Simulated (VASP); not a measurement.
Write the native input for VASP 6.6.1 that does the following.

| Property | Result |
| --- | --- |
| Task | electric field gradients |
| Functional | PBEsol |
| Potentials or basis | VASP PAW PBE potentials, release 64 (Na_pv, H) |
| Cutoff | 400 eV |
| k mesh | 9 × 9 × 9 |
| Occupations | fermi-dirac, width 0.03 eV |
| Spin | no spin polarisation |
| Dipole correction | no |
| Further INCAR settings | ALGO = Normal; EDIFF = 1e-08; NBANDS = 11 |

The structure of NaH lies in POSCAR:

```
NaH
1.0
    0.0000000000      2.4644000000      2.4400000000
    2.4644000000      0.0000000000      2.4400000000
    2.4644000000      2.4644000000      0.0000000000
Na H
1 1
Direct
    0.0000000000      0.0000000000      0.0000000000
    0.5000000000      0.5000000000      0.5000000000
```

This cell differs from its parent crystal: equal xx and yy strain of +1 %.

The input as run:

INCAR

```
SYSTEM = NaH
  ALGO = Normal
  EDIFF = 1E-8
  ENCUT = 400
  GGA = PS
  GGA_COMPAT = .False.
  ISIF = 2
  ISMEAR = -1
  LASPH = .True.
  LCHARG = .False.
  LEFG = .True.
  LREAL = .False.
  LWAVE = .False.
  NBANDS = 11
  NELM = 120
  PREC = Accurate
  SIGMA = 0.03
```

KPOINTS

```
k-points
0
Gamma
  9 9 9
  0 0 0
```

Potentials or basis: VASP PAW PBE potentials, release 64 (Na_pv, H).

The run is started by

```sh
$ cat potpaw_PBE.64/Na_pv/POTCAR potpaw_PBE.64/H/POTCAR > POTCAR
$ mpirun -np 1 vasp_std > vasp.out
```

Results of the run:

| Property | Result |
| --- | --- |
| Pressure | -2.0 GPa |
| Band gap on the k mesh | 3.76 eV (least direct gap 4.50 eV) |
| Largest electric field gradient by atom | Na -0.9; H +0.1 V/Å² |

Caveat: the cell differs from its parent crystal (equal xx and yy strain of +1 %); without QUAD_EFG the Cq values of the log hold for a quadrupole moment of 1 mb, not for the nuclei; the PAW data sets were made with another functional, which shifts forces and pressure a little.

It took 13 s on 1 thread of Intel Xeon 8259CL (shared host), peak memory 0.14 GiB.
